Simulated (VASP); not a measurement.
# CaSe (r.b) (Fm-3m) in VASP: further runs

Runs on CaSe (r.b). Level: PBE+D4. Tasks: single point.

All numbers are computed with VASP 6.6.1; they aren't measurements. Logs are shortened: lines on timing, memory, paths and dates and some standing lists are left out, and cuts for length are marked.

## Step 1: The cell of the first run

It takes space group Fm-3m (No. 225, cubic). The conventional cell has a = 5.890 Å, b = 5.890 Å, c = 5.890 Å, α = 90.00°, β = 90.00°, γ = 90.00°. Within 3.9 Å of Ca (site symmetry m-3m) lie 6 Se at 2.94 Å. Within 3.9 Å of Se (site symmetry m-3m) lie 6 Ca at 2.94 Å.

## Step 2: Single point, PBE+D4

File INCAR:

```
PREC = Accurate
ENCUT = 500
EDIFF = 1E-6
ISMEAR = 0
SIGMA = 0.1
LREAL = False
LASPH = True
NELM = 120
ALGO = Normal
ISIF = 2
LWAVE = False
LCHARG = False
GGA = PE
IVDW = 13
NBANDS = 15
GGA_COMPAT = False
```

File KPOINTS:

```
Automatic mesh
0
Gamma
  6 6 6
```

File POSCAR:

```
CaSe
1.0
    0.0000000000      2.9450000000      2.9450000000
    2.9450000000      0.0000000000      2.9450000000
    2.9450000000      2.9450000000      0.0000000000
Ca Se
1 1
Direct
    0.0000000000      0.0000000000      0.0000000000
    0.5000000000      0.5000000000      0.5000000000
```

Potentials or basis: VASP PAW PBE potentials, release 64 (Ca_sv, Se).

Run with:

```
> cat potpaw_PBE.64/Ca_sv/POTCAR potpaw_PBE.64/Se/POTCAR > POTCAR
> mpirun -np 1 vasp_std > vasp.out
```

OUTCAR:

```text
PREC = Accurate
   ENCUT = 500
   EDIFF = 1E-6
   ISMEAR = 0
   LREAL = False
   LASPH = True
   NELM = 120
   ISIF = 2
   GGA = PE
   IVDW = 13

 ion  position               nearest neighbor table
   1  0.000  0.000  0.000-   2 2.94   2 2.94   2 2.94   2 2.94   2 2.94   2 2.94
   2  0.500  0.500  0.500-   1 2.94   1 2.94   1 2.94   1 2.94   1 2.94   1 2.94

  LATTYP: Found a face centered cubic cell.
 ALAT       =     5.8900000000

  Lattice vectors:

 A1 = (   0.0000000000,   2.9450000000,   2.9450000000)
 A2 = (   2.9450000000,   0.0000000000,   2.9450000000)
 A3 = (   2.9450000000,   2.9450000000,   0.0000000000)

Analysis of symmetry for initial positions (statically):
=====================================================================
 Subroutine PRICEL returns:
 Original cell was already a primitive cell.

 Routine SETGRP: Setting up the symmetry group for a
 face centered cubic supercell.

 Subroutine GETGRP returns: Found 48 space group operations
 (whereof 48 operations were pure point group operations)
 out of a pool of 48 trial point group operations.

The static configuration has the point symmetry O_h .

Analysis of symmetry for dynamics (positions and initial velocities):
=====================================================================
 Subroutine PRICEL returns:
 Original cell was already a primitive cell.

 Routine SETGRP: Setting up the symmetry group for a
 face centered cubic supercell.

 Subroutine GETGRP returns: Found 48 space group operations
 (whereof 48 operations were pure point group operations)
 out of a pool of 48 trial point group operations.

The dynamic configuration has the point symmetry O_h .

 Subroutine INISYM returns: Found 48 space group operations
 (whereof 48 operations are pure point group operations),
 and found     1 'primitive' translations

----------------------------------------------------------------------------------------

                                     Primitive cell

  volume of cell :      51.0841

  direct lattice vectors                    reciprocal lattice vectors
     0.000000000  2.945000000  2.945000000    -0.169779287  0.169779287  0.169779287
     2.945000000  0.000000000  2.945000000     0.169779287 -0.169779287  0.169779287
     2.945000000  2.945000000  0.000000000     0.169779287  0.169779287 -0.169779287

  length of vectors
     4.164858941  4.164858941  4.164858941     0.294066351  0.294066351  0.294066351

  position of ions in fractional coordinates (direct lattice)
     0.000000000  0.000000000  0.000000000
     0.500000000  0.500000000  0.500000000

  ion indices of the primitive-cell ions
   primitive index   ion index
                 1           1
                 2           2

----------------------------------------------------------------------------------------

 KPOINTS: Automatic mesh

Automatic generation of k-mesh.
 Grid dimensions read from file:
 generate k-points for:    6    6    6

 Generating k-lattice:

  Cartesian coordinates                     Fractional coordinates (reciprocal lattice)
    -0.028296548  0.028296548  0.028296548     0.166666667  0.000000000  0.000000000
     0.028296548 -0.028296548  0.028296548     0.000000000  0.166666667  0.000000000
     0.028296548  0.028296548 -0.028296548     0.000000000  0.000000000  0.166666667

  Length of vectors
     0.049011059  0.049011059  0.049011059

  Shift w.r.t. Gamma in fractional coordinates (k-lattice)
     0.000000000  0.000000000  0.000000000

 Subroutine IBZKPT returns following result:
 ===========================================

 Found     16 irreducible k-points:

 Following reciprocal coordinates:
            Coordinates               Weight
  0.000000  0.000000  0.000000      1.000000
  0.166667  0.000000  0.000000      8.000000
  0.333333  0.000000  0.000000      8.000000
  0.500000  0.000000  0.000000      4.000000
  0.166667  0.166667  0.000000      6.000000
  0.333333  0.166667  0.000000     24.000000
[... 8 lines left out ...]
 -0.333333  0.333333  0.166667     24.000000
 -0.333333  0.500000  0.166667     12.000000
   k-points           NKPTS =     16   k-points in BZ     NKDIM =     16   number of bands    NBANDS=     15
   number of dos      NEDOS =    301   number of ions     NIONS =      2
   total plane-waves  NPLWV =  27000
   dimension x,y,z NGX =    30 NGY =   30 NGZ =   30
   dimension x,y,z NGXF=    60 NGYF=   60 NGZF=   60
   ions per type =               1   1
   NGX,Y,Z   is equivalent  to a cutoff of  11.97, 11.97, 11.97 a.u.
   NGXF,Y,Z  is equivalent  to a cutoff of  23.95, 23.95, 23.95 a.u.
 SYSTEM =  unknown system
   PREC   = accura    normal or accurate (medium, high low for compatibility)
   ISTART =      0    job   : 0-new  1-cont  2-samecut
   ICHARG =      2    charge: 1-file 2-atom 10-const
   ISPIN  =      1    spin polarized calculation?
   LNONCOLLINEAR =      F non collinear calculations
   LSORBIT =      F    spin-orbit coupling
   LASPH  =      T    aspherical Exc in radial PAW
   ENCUT  =  500.0 eV  36.75 Ry    6.06 a.u.   7.59  7.59  7.59*2*pi/ulx,y,z
   NELM   =    120;   NELMIN=  2; NELMDL= -5     # of ELM steps
   EDIFF  = 0.1E-05   stopping-criterion for ELM
   LREAL  =      F    real-space projection
   EDIFFG = 0.1E-04   stopping-criterion for IOM
   NSW    =      0    number of steps for IOM
   IBRION =     -1    ionic relax: 0-MD 1-quasi-New 2-CG
   NFREE  =      0    steps in history (QN), initial steepest desc. (CG)
   ISIF   =      2    stress and relaxation
   ISYM   =      2    0-nonsym 1-usesym 2-fastsym
   POTIM  = 0.5000    time-step for ionic-motion
   TEBEG  =    0.0;   TEEND  =   0.0 temperature during run
   PSTRESS=    0.0 pullay stress
   NELECT =      16.0000    total number of electrons
   NUPDOWN=      -1.0000    fix difference up-down
   EMIN   =  10.00;   EMAX   =-10.00  energy-range for DOS
   EFERMI =   0.00;   METHOD = LEGACY
   ISMEAR =     0;   SIGMA  =   0.10  broadening in eV -4-tet -1-fermi 0-gaus
   EFERMI_NEDOS =   21; number of points for ismear=-14 and -15
   IALGO  =     38    algorithm
   IMIX   =      4    mixing-type and parameters
     AMIX     =   0.40;   BMIX     =  1.00
     AMIX_MAG =   1.60;   BMIX_MAG =  1.00
  volume/ion in A,a.u.               =      25.54       172.37
  Fermi-wavevector in a.u.,A,eV,Ry     =   1.111782  2.100963 16.817598  1.236059
  Thomas-Fermi vector in A             =   2.248349
   LORBIT       =      0    0 simple, 1 ext, 2 COOP (PROOUT), +10 PAW based schemes
   GGA     = PE    functional components
   LHFCALC =     F    Hartree Fock is set to
   AEXX    =    0.0000 exact exchange contribution
   IVDW    =    13    specifies the selected vdW correction
   LEPSILON=     F    determine dielectric tensor
   LRPA    =     F    only Hartree local field effects (RPA)
 non-spin polarized calculation
 Gauss-broadening in eV      SIGMA  =   0.10
  energy-cutoff  :      500.00
  volume of cell :       51.08
 maximum number of plane-waves:      1313
   NGX = 15   NGY = 15   NGZ = 15

 number of electron      15.9999996 magnetization

 Free energy of the ion-electron system (eV)
  ---------------------------------------------------
  ext. energy  EPLUGINS =         0.00000000
  ---------------------------------------------------
  free energy    TOTEN  =        -9.47288937 eV

  energy without entropy =       -9.47288937  energy(sigma->0) =       -9.47288937

 E-fermi :   3.0462     XC(G=0):  -9.2094

 val. band max:        2.5368633464   @ k =   0.0000   0.0000   0.0000
 cond. band min:       4.5287679305   @ k =   0.5000   0.5000   0.0000
 fundamental gap:      1.9919045841
 Fermi energy:         3.0462251604

 k-point     1 :       0.0000    0.0000    0.0000
  band No.  band energies     occupation
      1     -37.1743      2.00000
      2     -18.1705      2.00000
      3     -18.1705      2.00000
      4     -18.1705      2.00000
      5      -9.3071      2.00000
      6       2.5369      2.00000
      7       2.5369      2.00000
      8       2.5369      2.00000
      9       5.9477      0.00000
     10       6.2378      0.00000
     11       6.2378      0.00000
     12       6.2378      0.00000
     13       6.8194      0.00000
     14       6.8194      0.00000
     15      12.2678      0.00000

 k-point     2 :       0.1667    0.0000    0.0000
  band No.  band energies     occupation
      1     -37.1725      2.00000
      2     -18.2017      2.00000
      3     -18.1725      2.00000
      4     -18.1725      2.00000
      5      -9.1415      2.00000
      6       1.3373      2.00000
      7       2.1372      2.00000
      8       2.1372      2.00000
      9       6.1785      0.00000
     10       6.6007      0.00000
     11       6.6007      0.00000
     12       7.4135      0.00000
     13       7.5306      0.00000
     14       7.5306      0.00000
     15      12.3963      0.00000

 k-point     3 :       0.3333    0.0000    0.0000
  band No.  band energies     occupation
      1     -37.1688      2.00000
      2     -18.2625      2.00000
      3     -18.1766      2.00000
      4     -18.1766      2.00000
      5      -8.7823      2.00000
      6      -0.1830      2.00000
      7       1.5477      2.00000
      8       1.5477      2.00000
      9       6.4925      0.00000
     10       7.4383      0.00000
     11       7.4383      0.00000
     12       8.6942      0.00000
     13       9.0129      0.00000
     14       9.0129      0.00000
     15      12.0918      0.00000
[... 199 lines left out ...]
 k-point    15 :      -0.3333    0.3333    0.1667
  band No.  band energies     occupation
      1     -37.1652      2.00000
      2     -18.2548      2.00000
      3     -18.2185      2.00000
      4     -18.1961      2.00000
      5      -8.6097      2.00000
      6      -0.0252      2.00000
      7       0.6950      2.00000
      8       1.1755      2.00000
      9       6.9879      0.00000
     10       7.0671      0.00000
     11       8.3097      0.00000
     12       8.4903      0.00000
     13       8.5600      0.00000
     14      10.4099      0.00000
     15      11.2714      0.00000

 k-point    16 :      -0.3333    0.5000    0.1667
  band No.  band energies     occupation
      1     -37.1646      2.00000
      2     -18.2447      2.00000
      3     -18.2186      2.00000
      4     -18.2109      2.00000
      5      -8.6423      2.00000
      6       0.2232      2.00000
      7       0.9344      2.00000
      8       1.0012      2.00000
      9       5.8470      0.00000
     10       7.7511      0.00000
     11       7.9161      0.00000
     12       8.3937      0.00000
     13       8.6256      0.00000
     14       9.6264      0.00000
     15      12.1136      0.00000

------------------------ aborting loop because EDIFF is reached ----------------------------------------

  DFT-D4 for vdW energy calculation

  Edisp (eV):   -0.48613

  FORCE on cell =-STRESS in cart. coord.  units (eV):
  Direction    XX          YY          ZZ          XY          YZ          ZX
  --------------------------------------------------------------------------------------
  -------------------------------------------------------------------------------------
  Total       0.11327     0.11327     0.11327     0.00000     0.00000     0.00000
  in kB       3.55268     3.55268     3.55268     0.00000     0.00000     0.00000
  external pressure =        3.55 kB  Pullay stress =        0.00 kB

 VOLUME and BASIS-vectors are now :
 -----------------------------------------------------------------------------
  energy-cutoff  :      500.00
  volume of cell :       51.08
      direct lattice vectors                 reciprocal lattice vectors
     0.000000000  2.945000000  2.945000000    -0.169779287  0.169779287  0.169779287
     2.945000000  0.000000000  2.945000000     0.169779287 -0.169779287  0.169779287
     2.945000000  2.945000000  0.000000000     0.169779287  0.169779287 -0.169779287

 POSITION                                       TOTAL-FORCE (eV/Angst)
 -----------------------------------------------------------------------------------
      0.00000      0.00000      0.00000        -0.000000      0.000000     -0.000000
      2.94500      2.94500      2.94500         0.000000     -0.000000      0.000000
 -----------------------------------------------------------------------------------
    total drift:                               -0.000000      0.000000      0.000000

  FREE ENERGIE OF THE ION-ELECTRON SYSTEM (eV)
  ---------------------------------------------------
  free  energy   TOTEN  =        -9.9590144871 eV

  energy  without entropy=       -9.9590144871  energy(sigma->0) =       -9.95901449
```

Wall time 16 s (1 thread of Intel Xeon 8259CL, shared host); peak memory 0.17 GiB.

What came out:

| Property | Result |
| --- | --- |
| Free energy | -9.9590 eV |
| Pressure | 0.4 GPa |
| Band gap on the k mesh | 1.99 eV, indirect (least direct gap 2.94 eV) |
| Dispersion energy per atom | -0.243 eV |

## Step 3: Single point, PBE+D4

This run uses another cell than the first one, of 25.62 Å³/atom, 1.003 times its volume.

File INCAR:

```
SYSTEM = CaSe
ALGO     = Normal         ! electronic algorithm
EDIFF    = 1E-6           ! SCF threshold, eV
ENCUT    = 500            ! plane-wave cutoff, eV
GGA      = PE             ! functional
GGA_COMPAT= .False.      
ISIF     = 2              ! what is computed and relaxed
ISMEAR   = 0              ! smearing method
IVDW     = 13             ! dispersion correction
LASPH    = .True.         ! aspherical terms in the spheres
LCHARG   = .False.        ! write CHGCAR
LREAL    = .False.        ! projectors in reciprocal space
LWAVE    = .False.        ! write WAVECAR
NBANDS   = 15             ! bands
NELM     = 120            ! most SCF steps
PREC     = Accurate       ! precision mode
SIGMA    = 0.02           ! smearing width, eV
```

File KPOINTS:

```
k-points
0
Gamma
  8 8 8
  0 0 0
```

File POSCAR:

```
CaSe
1.0
    0.0000000000      2.9479465647      2.9479465647
    2.9479465647      0.0000000000      2.9479465647
    2.9479465647      2.9479465647      0.0000000000
Ca Se
1 1
Direct
    0.0000000000      0.0000000000      0.0000000000
    0.5000000000      0.5000000000      0.5000000000
```

Potentials or basis: VASP PAW PBE potentials, release 64 (Ca_sv, Se).

Run with:

```
> cat potpaw_PBE.64/Ca_sv/POTCAR potpaw_PBE.64/Se/POTCAR > POTCAR
> mpirun -np 1 vasp_std > vasp.out
```

Wall time 31 s (1 thread of Intel Xeon 8259CL, shared host); peak memory 0.18 GiB.

Results (log left out):

```
Free energy                : -9.9602 eV
Pressure                   : 0.2 GPa
Band gap on the k mesh     : 2.00 eV, indirect (least direct gap 2.94 eV)
Dispersion energy per atom : -0.242 eV
```

Levels at points of the mesh, in eV from the valence-band top:
```csv
k point,band 6,band 7,band 8,band 9,band 10,band 11
"(0.00, 0.00, 0.00)",0.00,0.00,0.00,3.39,3.70,3.70
"(0.50, 0.00, 0.00)",-3.32,-1.22,-1.22,4.53,5.51,5.53
"(0.50, 0.50, 0.00)",-2.55,-0.94,-0.94,2.00,5.06,5.09
```

A k mesh can miss the band edges. A hybrid or GW would open this gap; PBE tends to underestimate it.
